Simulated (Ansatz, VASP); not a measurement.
# BaTiO3: VASP beside Ansatz

```
Ba Ti O
1.0
     3.96796    0.00000    0.00000
     0.00000    3.96796    0.00000
     0.00000    0.00000    3.98602
Ba Ti O
1 1 3
Cartesian
  0.0000 0.0000 0.0000
  1.9840 1.9840 1.9213
  1.9840 1.9840 0.0638
  1.9840 0.0000 2.0528
  0.0000 1.9840 2.0528
```

Alike in both runs: task single point; functional r2SCAN; k mesh 7 × 7 × 7; no spin polarisation.

|  | VASP | Ansatz |
| --- | --- | --- |
| version | VASP 6.6.1 | Ansatz 0.2.0 |
| potentials or method | VASP PAW PBE potentials, release 64 (Ba_sv, Ti_sv, O), cutoff 520 eV | PAW plane waves |
| occupations | fermi-dirac, width 0.1 eV | fermi-dirac |
| valence electrons in the cell | 40 | 40 |

```csv
,VASP,Ansatz,Ansatz less VASP
pressure (GPa),6.1,3.9,-2.15
"traceless stress, the component that is largest in VASP (GPa)",1.19,1.09,-0.102
rms of the force components (eV/Å),0.109,0.105,-0.0038
```

VASP's potentials were made for PBE, not for r2SCAN. Atom by atom the forces differ by 0.042 eV/Å (rms over components).

Spin-orbit coupling is off throughout.
